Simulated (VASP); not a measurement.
# ZnO in VASP: further runs

The runs below take ZnO through single point, with r2SCAN, PBE.

Everything below comes from runs of VASP 6.6.1. Logs are shortened: lines on timing, memory, paths and dates and some standing lists are left out, and cuts for length are marked.

## 1. The cell of the first run

Symmetry: R-3m, No. 166, trigonal system. The conventional cell has a = 3.018 Å, b = 3.018 Å, c = 7.208 Å, α = 90.00°, β = 90.00°, γ = 120.00°. Within 2.8 Å of Zn (site symmetry -3m) lie 6 O at 2.12 Å. Within 2.8 Å of O (site symmetry -3m) lie 6 Zn at 2.12 Å.

## 2. Single point, r2SCAN (strain along [111] -2.5%)

The input, POSCAR:

```
ZnO
1.0
   -0.0354205886      2.0983498077      2.0983498077
    2.0983498077     -0.0354205886      2.0983498077
    2.0983498077      2.0983498077     -0.0354205886
Zn O
1 1
Direct
    0.0000000000      0.0000000000      0.0000000000
    0.5000000000      0.5000000000      0.5000000000
```

The input, INCAR.step1:

```
PREC = Accurate
ENCUT = 520
ISMEAR = 0
SIGMA = 0.01
LREAL = False
LASPH = True
NELM = 100
NBANDS = 16
GGA = PE
ALGO = Normal
EDIFF = 1E-4
LWAVE = True
LCHARG = False
```

The input, INCAR.step2:

```
PREC = Accurate
ENCUT = 520
EDIFF = 1E-7
ISMEAR = 0
SIGMA = 0.01
LREAL = False
LASPH = True
NELM = 100
ALGO = Normal
ISIF = 2
LWAVE = False
LCHARG = False
METAGGA = R2SCAN
LMIXTAU = True
NBANDS = 16
ISTART = 1
```

The input, KPOINTS:

```
regular mesh
0
Gamma
  10 10 10
```

Potentials or basis: VASP PAW PBE potentials, release 64 (Zn, O).

Command:

```
> cat potpaw_PBE.64/Zn/POTCAR potpaw_PBE.64/O/POTCAR > POTCAR
> cp INCAR.step1 INCAR
> mpirun -np 1 vasp_std > vasp.out
> cp INCAR.step2 INCAR
> mpirun -np 1 vasp_std > vasp.out
```

OUTCAR:

```text
PREC = Accurate
   ENCUT = 520
   EDIFF = 1E-7
   ISMEAR = 0
   LREAL = False
   LASPH = True
   NELM = 100
   ISIF = 2
   METAGGA = R2SCAN
   ISTART = 1

 ion  position               nearest neighbor table
   1  0.000  0.000  0.000-   2 2.12   2 2.12   2 2.12   2 2.12   2 2.12   2 2.12
   2  0.500  0.500  0.500-   1 2.12   1 2.12   1 2.12   1 2.12   1 2.12   1 2.12

  LATTYP: Found a trigonal (rhomboedric) cell.
 ALAT       =     2.9677261412
 COS(alpha) =     0.4830509678

  Lattice vectors:

 A1 = (  -0.0354205886,   2.0983498077,   2.0983498077)
 A2 = (   2.0983498077,  -0.0354205886,   2.0983498077)
 A3 = (   2.0983498077,   2.0983498077,  -0.0354205886)

Analysis of symmetry for initial positions (statically):
=====================================================================
 Subroutine PRICEL returns:
 Original cell was already a primitive cell.

 Routine SETGRP: Setting up the symmetry group for a
 trigonal (rhombohedral) supercell.

 Subroutine GETGRP returns: Found 12 space group operations
 (whereof 12 operations were pure point group operations)
 out of a pool of 12 trial point group operations.

The static configuration has the point symmetry D_3d.

Analysis of symmetry for dynamics (positions and initial velocities):
=====================================================================
 Subroutine PRICEL returns:
 Original cell was already a primitive cell.

 Routine SETGRP: Setting up the symmetry group for a
 trigonal (rhombohedral) supercell.

 Subroutine GETGRP returns: Found 12 space group operations
 (whereof 12 operations were pure point group operations)
 out of a pool of 12 trial point group operations.

The dynamic configuration has the point symmetry D_3d.

 Subroutine INISYM returns: Found 12 space group operations
 (whereof 12 operations are pure point group operations),
 and found     1 'primitive' translations

----------------------------------------------------------------------------------------

                                     Primitive cell

  volume of cell :      18.9462

  direct lattice vectors                    reciprocal lattice vectors
    -0.035420589  2.098349808  2.098349808    -0.232332414  0.236321572  0.236321572
     2.098349808 -0.035420589  2.098349808     0.236321572 -0.232332414  0.236321572
     2.098349808  2.098349808 -0.035420589     0.236321572  0.236321572 -0.232332414

  length of vectors
     2.967726141  2.967726141  2.967726141     0.407030860  0.407030860  0.407030860

  position of ions in fractional coordinates (direct lattice)
     0.000000000  0.000000000  0.000000000
     0.500000000  0.500000000  0.500000000

  ion indices of the primitive-cell ions
   primitive index   ion index
                 1           1
                 2           2

----------------------------------------------------------------------------------------

 KPOINTS: regular mesh

Automatic generation of k-mesh.
 Grid dimensions read from file:
 generate k-points for:   10   10   10

 Generating k-lattice:

  Cartesian coordinates                     Fractional coordinates (reciprocal lattice)
    -0.023233241  0.023632157  0.023632157     0.100000000  0.000000000  0.000000000
     0.023632157 -0.023233241  0.023632157     0.000000000  0.100000000  0.000000000
     0.023632157  0.023632157 -0.023233241     0.000000000  0.000000000  0.100000000

  Length of vectors
     0.040703086  0.040703086  0.040703086

  Shift w.r.t. Gamma in fractional coordinates (k-lattice)
     0.000000000  0.000000000  0.000000000

 Subroutine IBZKPT returns following result:
 ===========================================

 Found    116 irreducible k-points:

 Following reciprocal coordinates:
            Coordinates               Weight
  0.000000  0.000000  0.000000      1.000000
  0.100000  0.000000  0.000000      6.000000
  0.200000  0.000000  0.000000      6.000000
  0.300000  0.000000  0.000000      6.000000
  0.400000  0.000000  0.000000      6.000000
  0.500000  0.000000  0.000000      3.000000
[... 16 lines left out ...]
  0.300000  0.300000  0.000000      6.000000
  0.400000  0.300000  0.000000     12.000000
 [... further k-points ...]
   k-points           NKPTS =    116   k-points in BZ     NKDIM =    116   number of bands    NBANDS=     16
   number of dos      NEDOS =    301   number of ions     NIONS =      2
   total plane-waves  NPLWV =  13824
   dimension x,y,z NGX =    24 NGY =   24 NGZ =   24
   dimension x,y,z NGXF=    48 NGYF=   48 NGZF=   48
   ions per type =               1   1
   NGX,Y,Z   is equivalent  to a cutoff of  13.44, 13.44, 13.44 a.u.
   NGXF,Y,Z  is equivalent  to a cutoff of  26.89, 26.89, 26.89 a.u.
 SYSTEM =  unknown system
   PREC   = accura    normal or accurate (medium, high low for compatibility)
   ISTART =      1    job   : 0-new  1-cont  2-samecut
   ICHARG =      0    charge: 1-file 2-atom 10-const
   ISPIN  =      1    spin polarized calculation?
   LNONCOLLINEAR =      F non collinear calculations
   LSORBIT =      F    spin-orbit coupling
   LASPH  =      T    aspherical Exc in radial PAW
   ENCUT  =  520.0 eV  38.22 Ry    6.18 a.u.   5.52  5.52  5.52*2*pi/ulx,y,z
   NELM   =    100;   NELMIN=  2; NELMDL=  0     # of ELM steps
   EDIFF  = 0.1E-06   stopping-criterion for ELM
   LREAL  =      F    real-space projection
   EDIFFG = 0.1E-05   stopping-criterion for IOM
   NSW    =      0    number of steps for IOM
   IBRION =     -1    ionic relax: 0-MD 1-quasi-New 2-CG
   NFREE  =      0    steps in history (QN), initial steepest desc. (CG)
   ISIF   =      2    stress and relaxation
   ISYM   =      2    0-nonsym 1-usesym 2-fastsym
   POTIM  = 0.5000    time-step for ionic-motion
   TEBEG  =    0.0;   TEEND  =   0.0 temperature during run
   PSTRESS=    0.0 pullay stress
   NELECT =      18.0000    total number of electrons
   NUPDOWN=      -1.0000    fix difference up-down
   EMIN   =  10.00;   EMAX   =-10.00  energy-range for DOS
   EFERMI =   0.00;   METHOD = LEGACY
   ISMEAR =     0;   SIGMA  =   0.01  broadening in eV -4-tet -1-fermi 0-gaus
   EFERMI_NEDOS =   21; number of points for ismear=-14 and -15
   IALGO  =     38    algorithm
   IMIX   =      4    mixing-type and parameters
     AMIX     =   0.40;   BMIX     =  1.00
     AMIX_MAG =   1.60;   BMIX_MAG =  1.00
  volume/ion in A,a.u.               =       9.47        63.93
  Fermi-wavevector in a.u.,A,eV,Ry     =   1.609379  3.041285 35.240449  2.590100
  Thomas-Fermi vector in A             =   2.705098
   LORBIT       =      0    0 simple, 1 ext, 2 COOP (PROOUT), +10 PAW based schemes
   METAGGA = R2SCAN    functional components
   LHFCALC =     F    Hartree Fock is set to
   AEXX    =    0.0000 exact exchange contribution
   IVDW    =     0    specifies the selected vdW correction
   LEPSILON=     F    determine dielectric tensor
   LRPA    =     F    only Hartree local field effects (RPA)
 non-spin polarized calculation
 Gauss-broadening in eV      SIGMA  =   0.01
  energy-cutoff  :      520.00
  volume of cell :       18.95
 maximum number of plane-waves:       531
 NGX is ok and might be reduce to    24
   NGX = 11   NGY = 11   NGZ = 11

 number of electron      17.9999996 magnetization

 Free energy of the ion-electron system (eV)
  ---------------------------------------------------
  ext. energy  EPLUGINS =         0.00000000
  ---------------------------------------------------
  free energy    TOTEN  =       -17.93261919 eV

  energy without entropy =      -17.93261919  energy(sigma->0) =      -17.93261919

 E-fermi :   2.8101     XC(G=0): -13.2878

 val. band max:        2.7361322386   @ k =   0.5000   0.0000   0.0000
 cond. band min:       4.3928861924   @ k =   0.0000   0.0000   0.0000
 fundamental gap:      1.6567539537
 Fermi energy:         2.8100917075

 k-point     1 :       0.0000    0.0000    0.0000
  band No.  band energies     occupation
      1     -17.1267      2.00000
      2      -2.2503      2.00000
      3      -2.2503      2.00000
      4      -2.2134      2.00000
      5      -2.0340      2.00000
      6      -2.0340      2.00000
[... 8 lines left out ...]
     15      23.7394      0.00000
     16      23.7394      0.00000

 k-point     2 :       0.1000    0.0000    0.0000
  band No.  band energies     occupation
      1     -17.0148      2.00000
      2      -2.3427      2.00000
      3      -2.3041      2.00000
      4      -2.2442      2.00000
      5      -2.1259      2.00000
      6      -2.1176      2.00000
[... 8 lines left out ...]
     15      23.4806      0.00000
     16      23.9912      0.00000

 k-point     3 :       0.2000    0.0000    0.0000
  band No.  band energies     occupation
      1     -16.7062      2.00000
      2      -2.8116      2.00000
      3      -2.6460      2.00000
      4      -2.5683      2.00000
      5      -2.0632      2.00000
      6      -2.0566      2.00000
[... 8 lines left out ...]
     15      24.0549      0.00000
     16      24.6967      0.00000

 k-point     4 :       0.3000    0.0000    0.0000
  band No.  band energies     occupation
      1     -16.2869      2.00000
      2      -3.7677      2.00000
      3      -3.0285      2.00000
      4      -2.9312      2.00000
      5      -1.9476      2.00000
      6      -1.9339      2.00000
[... 8 lines left out ...]
     15      25.4706      0.00000
     16      26.1831      0.00000

 k-point     5 :       0.4000    0.0000    0.0000
  band No.  band energies     occupation
      1     -15.9085      2.00000
      2      -4.6492      2.00000
      3      -3.2976      2.00000
      4      -3.1881      2.00000
      5      -1.8492      2.00000
      6      -1.8320      2.00000
[... 8 lines left out ...]
     15      27.3377      0.00000
     16      28.0722      0.00000

 k-point     6 :       0.5000    0.0000    0.0000
  band No.  band energies     occupation
      1     -15.7522      2.00000
      2      -4.9936      2.00000
      3      -3.3931      2.00000
      4      -3.2795      2.00000
      5      -1.8110      2.00000
      6      -1.7927      2.00000
[... 8 lines left out ...]
     15      28.6406      0.00000
     16      29.3781      0.00000

 k-point     7 :       0.1000    0.1000    0.0000
  band No.  band energies     occupation
      1     -16.9773      2.00000
      2      -2.4496      2.00000
      3      -2.2808      2.00000
      4      -2.2588      2.00000
      5      -2.2266      2.00000
      6      -2.0151      2.00000
[... 8 lines left out ...]
     15      25.1814      0.00000
     16      25.6885      0.00000

 k-point     8 :       0.2000    0.1000    0.0000
  band No.  band energies     occupation
      1     -16.7376      2.00000
      2      -2.9165      2.00000
      3      -2.4732      2.00000
      4      -2.3516      2.00000
      5      -2.1766      2.00000
      6      -1.9962      2.00000
[... 8 lines left out ...]
     15      25.3820      0.00000
     16      26.7209      0.00000

 k-point     9 :       0.3000    0.1000    0.0000
  band No.  band energies     occupation
      1     -16.3606      2.00000
      2      -3.5585      2.00000
      3      -2.8873      2.00000
      4      -2.6821      2.00000
      5      -2.0618      2.00000
      6      -1.9005      2.00000
[... 8 lines left out ...]
     15      25.5299      0.00000
     16      27.5287      0.00000
[... 172 lines left out ...]
 k-point    19 :       0.5000    0.2000   -0.0000
  band No.  band energies     occupation
      1     -15.7120      2.00000
      2      -4.2671      2.00000
      3      -3.2628      2.00000
      4      -2.9718      2.00000
      5      -1.9149      2.00000
      6      -1.7632      2.00000
[... 8 lines left out ...]
     15      28.9377      0.00000
     16      29.9417      0.00000

 k-point    20 :      -0.4000    0.2000    0.0000
  band No.  band energies     occupation
      1     -15.6715      2.00000
      2      -4.3852      2.00000
      3      -3.2354      2.00000
      4      -3.1399      2.00000
      5      -1.8216      2.00000
      6      -1.8111      2.00000
[... 8 lines left out ...]
     15      27.8224      0.00000
     16      28.1412      0.00000

 k-point    21 :      -0.3000    0.2000   -0.0000
  band No.  band energies     occupation
      1     -15.8591      2.00000
      2      -4.2068      2.00000
      3      -3.1817      2.00000
      4      -2.9935      2.00000
      5      -1.9140      2.00000
      6      -1.7758      2.00000
[... 8 lines left out ...]
     15      26.4458      0.00000
     16      27.4396      0.00000

 k-point    22 :      -0.2000    0.2000    0.0000
  band No.  band energies     occupation
      1     -16.1812      2.00000
      2      -3.7875      2.00000
      3      -3.0651      2.00000
      4      -2.7664      2.00000
      5      -2.0144      2.00000
      6      -1.8114      2.00000
[... 8 lines left out ...]
     15      26.4197      0.00000
     16      27.2455      0.00000

 k-point    23 :       0.3000    0.3000    0.0000
  band No.  band energies     occupation
      1     -16.1120      2.00000
      2      -3.7529      2.00000
      3      -2.5265      2.00000
      4      -2.1109      2.00000
      5      -2.0820      2.00000
      6      -1.8997      2.00000
[... 8 lines left out ...]
     15      31.3231      0.00000
     16      32.9251      0.00000

 k-point    24 :       0.4000    0.3000    0.0000
  band No.  band energies     occupation
      1     -15.8738      2.00000
      2      -3.7676      2.00000
      3      -2.6875      2.00000
      4      -2.2412      2.00000
      5      -2.0127      2.00000
      6      -1.7773      2.00000
[... 8 lines left out ...]
     15      31.8254      0.00000
     16      32.4128      0.00000

 [... further k-points ...]
[... 5 lines left out ...]
  --------------------------------------------------------------------------------------
  -------------------------------------------------------------------------------------
  Total        0.7854420      0.7854420      0.7854420      0.1779395      0.1779395      0.1779395
  in kB       66.4205517     66.4205517     66.4205517     15.0473784     15.0473784     15.0473784
  external PRESSURE =      66.4205517 kB  Pullay stress =       0.0000000 kB

 VOLUME and BASIS-vectors are now :
 -----------------------------------------------------------------------------
  energy-cutoff  :      520.00
  volume of cell :       18.95
      direct lattice vectors                 reciprocal lattice vectors
    -0.035420589  2.098349808  2.098349808    -0.232332414  0.236321572  0.236321572
     2.098349808 -0.035420589  2.098349808     0.236321572 -0.232332414  0.236321572
     2.098349808  2.098349808 -0.035420589     0.236321572  0.236321572 -0.232332414

 POSITION                                       TOTAL-FORCE (eV/Angst)
 -----------------------------------------------------------------------------------
      0.00000      0.00000      0.00000        -0.000000      0.000000     -0.000000
      2.08064      2.08064      2.08064         0.000000     -0.000000      0.000000
 -----------------------------------------------------------------------------------
    total drift:                                0.000000     -0.000000     -0.000000

  FREE ENERGIE OF THE ION-ELECTRON SYSTEM (eV)
  ---------------------------------------------------
  free  energy   TOTEN  =       -17.9326191919 eV

  energy  without entropy=      -17.9326191919  energy(sigma->0) =      -17.93261919
```

Wall time 63 s (1 thread of Intel Xeon 6975P-C (Granite Rapids), shared host); peak memory 0.17 GiB.

What came out:

| Property | Result |
| --- | --- |
| Free energy | -17.9326 eV |
| Pressure | 6.6 GPa |
| Band gap on the k mesh | 1.66 eV, indirect (least direct gap 3.07 eV) |

Levels at points of the mesh, in eV from the valence-band top:
| k point | band 6 | band 7 | band 8 | band 9 | band 10 | band 11 | band 12 | band 13 |
| --- | --- | --- | --- | --- | --- | --- | --- | --- |
| (0.00, 0.00, 0.00) | -4.77 | -1.61 | -1.61 | -1.42 | 1.66 | 18.73 | 18.73 | 19.33 |
| (0.50, 0.00, 0.00) | -4.53 | -3.70 | 0.00 | 0.00 | 6.28 | 10.20 | 13.90 | 14.20 |
| (0.50, 0.50, 0.00) | -4.40 | -4.09 | -3.16 | -2.94 | 5.13 | 11.85 | 12.01 | 16.77 |
| (0.50, 0.50, 0.50) | -4.51 | -3.61 | -0.03 | -0.03 | 6.03 | 10.52 | 13.55 | 13.55 |

Caveat: the cell differs from its parent crystal (strain along [111] -2.5%); the PAW data sets were made with another functional, which shifts forces and pressure a little. A k mesh can miss the band edges.

(Part 1 of 2 ends here.)
